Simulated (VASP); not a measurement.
A run of VASP 6.6.1 is set up as follows.

Contents of INCAR:

```
PREC = Accurate ; ENCUT = 520
EDIFF = 1E-6 ; ISMEAR = 0
SIGMA = 0.1 ; LREAL = False
LASPH = True ; NELM = 100
ALGO = Normal ; ISIF = 2
LWAVE = False ; LCHARG = False
GGA = PE ; NBANDS = 9
```

The input KPOINTS:

```
regular mesh
0
Gamma
  14 14 14
```

Contents of POSCAR:

```
Se
1.0
    2.8159030897      0.0093591749     -0.0023046617
    0.0093591749      2.8383594883     -0.0078695765
   -0.0023046617     -0.0078695765      2.8186574415
Se
1
Direct
    0.0000000000      0.0000000000      0.0000000000
```

Potentials or basis: VASP PAW PBE potentials, release 64 (Se).

The run is started by

```sh
$ cat potpaw_PBE.64/Se/POTCAR > POTCAR
$ mpirun -np 1 vasp_std > vasp.out
```

(1) Predict the band gap on the k mesh.

(2) What does it give for the pressure?

Results:

(1) zero (band 3 reaches 7.55 eV, above the bottom of band 4 at 1.50 eV).

(2) 0.4 GPa.

Caveat: the cell differs from its parent crystal (the cell strained at random).
